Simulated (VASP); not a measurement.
Wanted: the native input for a VASP 6.6.1 run.

* Task: single point
* Functional: LDA
* Potentials or basis: VASP PAW LDA potentials, release 64 (Zr_sv)
* Cutoff: 500 eV
* k mesh: 10 × 10 × 10
* Occupations: fermi-dirac, width 0.05 eV
* Spin: no spin polarisation
* Dipole correction: no
* Further INCAR settings: ALGO = Normal; EDIFF = 1e-06; NBANDS = 12

The structure of Zr lies in POSCAR:

```
Zr
1.0
   -1.8100000000      1.8100000000      1.8100000000
    1.8100000000     -1.8100000000      1.8100000000
    1.8100000000      1.8100000000     -1.8100000000
Zr
1
Direct
    0.0000000000      0.0000000000      0.0000000000
```

One way to write it, as run:

INCAR

```
PREC     = Accurate       # precision mode
ENCUT    = 500            # plane-wave cutoff, eV
EDIFF    = 1E-6           # SCF threshold, eV
ISMEAR   = -1             # smearing method
SIGMA    = 0.05           # smearing width, eV
LREAL    = False          # projectors in reciprocal space
LASPH    = True           # aspherical terms in the spheres
NELM     = 120            # most SCF steps
ALGO     = Normal         # electronic algorithm
ISIF     = 2              # what is computed and relaxed
LWAVE    = False          # write WAVECAR
LCHARG   = False          # write CHGCAR
NBANDS   = 12             # bands
GGA_COMPAT= False
```

KPOINTS

```
regular mesh
0
Gamma
  10 10 10
```

Potentials or basis: VASP PAW LDA potentials, release 64 (Zr_sv).

The run is started by

```console
$ cat potpaw_LDA.64/Zr_sv/POTCAR > POTCAR
$ mpirun -np 1 vasp_std > vasp.out
```

Results of the run:

| Item | Value |
| --- | --- |
| Pressure | -9.7 GPa |
| Band gap on the k mesh | zero (band 6 reaches 9.38 eV, above the bottom of band 7 at 7.66 eV) |

Run time: 5 s on 1 thread of Intel Xeon 6975P-C (shared host), peak memory 0.13 GiB.
